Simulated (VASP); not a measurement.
Set up this calculation in VASP 6.6.1, as the native input.

| Quantity | Value |
| --- | --- |
| Task | single point |
| Functional | PBE |
| Potentials or basis | VASP PAW PBE potentials, release 64 (B, Ru_pv) |
| Cutoff | 520 eV |
| k mesh | 12 × 12 × 6 |
| Occupations | gaussian, width 0.1 eV |
| Spin | no spin polarisation |
| Dipole correction | no |
| Further INCAR settings | ALGO = Normal; EDIFF = 1e-06; NBANDS = 21 |

The structure of B4Ru lies in POSCAR:

```
B4Ru
1.0
    2.9462255319      0.0000000000      0.0000000000
    0.0000000000      2.9462255319      0.0000000000
    0.0000000000      0.0000000000      7.3373874367
B Ru
4 1
Direct
    0.5000000000      0.5000000000      0.2826787654
    0.5000000000      0.5000000000      0.7173212346
    0.0000000000      0.0000000000      0.0000000000
    0.5000000000      0.5000000000      0.5000000000
    0.5000000000      0.5000000000      0.0000000000
```

One way to write it, as run:

INCAR

```
SYSTEM = B4Ru
ALGO = Normal
EDIFF = 1E-6
ENCUT = 520
GGA = PE
ISIF = 2
ISMEAR = 0
LASPH = .TRUE.
LCHARG = .FALSE.
LREAL = .FALSE.
LWAVE = .FALSE.
NBANDS = 21
NELM = 80
PREC = Accurate
SIGMA = 0.1
```

KPOINTS

```
k-points
0
G
  12 12 6
  0 0 0
```

Potentials or basis: VASP PAW PBE potentials, release 64 (B, Ru_pv).

Command:

```bash
$ cat potpaw_PBE.64/B/POTCAR potpaw_PBE.64/Ru_pv/POTCAR > POTCAR
$ mpirun -np 1 vasp_std > vasp.out
```

It gave:

The pressure is -0.1 GPa and the largest force is 0.003 eV/Å. The band gap on the k mesh is zero (band 13 reaches 6.18 eV, above the bottom of band 14 at 3.75 eV).

Wall time 53 s on 1 thread of Intel(R) Xeon(R) 6975P-C (Granite Rapids), with other jobs on the host, peak memory 0.26 GiB.
